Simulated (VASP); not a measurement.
# Hf8O17 (a cell with a defect): single point with PBE

System: Hf8O17 (a cell with a defect).

```
Hf O
1.0
    -0.89291    5.21249    5.27760
     4.26871    0.00000    5.27256
     5.16162    5.21249   -0.00503
Hf O
8 17
Direct
  0.43467 0.29169 0.99713
  0.99705 0.73164 0.48036
  0.97749 0.78289 0.95330
  0.49556 0.32131 0.42893
  0.06125 0.20814 0.50361
  0.52715 0.75450 0.99273
  0.51920 0.73312 0.53806
  0.97151 0.23900 0.04734
  0.13032 0.83500 0.61592
  0.63342 0.33712 0.10248
  0.10932 0.43052 0.12405
  0.60617 0.92733 0.62046
  0.37572 0.66538 0.86676
  0.88687 0.15545 0.37394
  0.38015 0.09186 0.35237
  0.87109 0.59378 0.87032
  0.28828 0.06453 0.01885
  0.82444 0.52398 0.54095
  0.01182 0.10422 0.82164
  0.61077 0.62291 0.27952
  0.18809 0.37254 0.58985
  0.67598 0.98819 0.94417
  0.48208 0.39288 0.67715
  0.91315 0.88654 0.20384
  0.28687 0.63832 0.26374
```

* Program: VASP 6.6.1
* Task: single point
* Functional: PBE
* Potentials or basis: VASP PAW PBE potentials, release 64 (Hf_pv, O)
* Cutoff: 520 eV
* k mesh: 1 × 1 × 1
* Occupations: fermi-dirac, width 0.01 eV
* Spin: no spin polarisation
* Dipole correction: no
* Charge: -2
* Further INCAR settings: ALGO = Normal; EDIFF = 1e-06; NBANDS = 109; NELECT = 184.0

| Quantity | Value |
| --- | --- |
| Largest force | 0.137 eV/Å |

Forces in eV/Å, atoms in the order of the input:
```
Hf  -0.043 -0.021 -0.015
Hf  -0.105  0.005 -0.021
Hf   0.067 -0.063  0.044
Hf   0.098 -0.088  0.037
Hf   0.074  0.064  0.006
Hf   0.074  0.027  0.000
Hf  -0.044  0.092 -0.018
Hf  -0.031  0.000 -0.043
O    0.060 -0.061 -0.010
O    0.053  0.002 -0.012
O   -0.067 -0.042  0.052
O   -0.050 -0.044 -0.056
O   -0.073  0.066  0.030
O   -0.055  0.011  0.071
O    0.058  0.002 -0.041
O    0.067  0.069 -0.031
O    0.001  0.006  0.012
O   -0.010 -0.020  0.054
O   -0.018 -0.003 -0.048
O    0.052 -0.047 -0.058
O   -0.086 -0.095  0.045
O    0.016  0.033 -0.044
O    0.010 -0.022  0.022
O   -0.056  0.049  0.020
O    0.008  0.079  0.003
```

Levels at points of the mesh, in eV from the Fermi level:
| k point | band 89 | band 90 | band 91 | band 92 | band 93 | band 94 | band 95 | band 96 |
| --- | --- | --- | --- | --- | --- | --- | --- | --- |
| (0.00, 0.00, 0.00) | -0.98 | -0.90 | -0.40 | -0.29 | 3.70 | 3.91 | 4.03 | 4.12 |

Run time: 62 s on 1 thread of AMD EPYC 7R43 64-Core Processor (Zen 3), on a shared host, peak memory 0.32 GiB.

Caveat: the k points lie up to 1.11 Å⁻¹ apart; the cell carries a net charge on a neutralising background, which shifts energy and pressure; the cell is charged against a uniform background, so pressure and absolute levels hang on convention; spin-orbit coupling is left out, which moves the levels of the heavy elements.
